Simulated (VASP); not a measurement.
Runs of VASP 6.6.1 on TaGaMo3. The structure is that of space group P6_3/mmc (No. 194), or close to it. The cells are those of the table. The cell was generated, and may not be a known phase.

```tsv
task	cell	k mesh	cutoff (eV)	gap on the mesh (eV)	pressure (GPa)	relaxed volume (Å³/atom)
relaxation of cell and atoms	relaxed from a = 5.891, b = 5.891, c = 7.078 Å, angles 90.0, 90.0, 120.0°, 10 atoms	3 × 3 × 4	600	none	-0.1	18.43
relaxation of cell and atoms	relaxed from a = 4.998, b = 4.998, c = 8.488 Å, angles 90.0, 90.0, 120.0°, 10 atoms	6 × 6 × 2	600	none	0.0	(a)
single point	a = 5.053, b = 5.053, c = 8.398 Å, angles 90.0, 90.0, 120.0°, 10 atoms	6 × 6 × 2	520	none	0.5	-
single point	a = 5.891, b = 5.891, c = 7.078 Å, angles 90.0, 90.0, 120.0°, 10 atoms	3 × 3 × 4	520	none	-17.5	-
```

Alike in all rows: level PBE; potentials or basis VASP PAW PBE potentials, release 64 (Ta_pv, Ga_d, Mo_sv); no spin polarisation; smearing gaussian 0.1 eV.

Q: Fill in the values left out.

A: (a) 18.62.

Caveats: all runs use coarse meshes; spin-orbit coupling is left out, which moves the levels of the heavy elements; a cell axis changed by over 15 % at a fixed basis, so the end point is rough (at least some runs).

A k mesh can miss the band edges, and the runs leave out spin-orbit coupling on Ga, Mo, Ta.

A gap of «none» marks levels without a gap at the run's occupations.
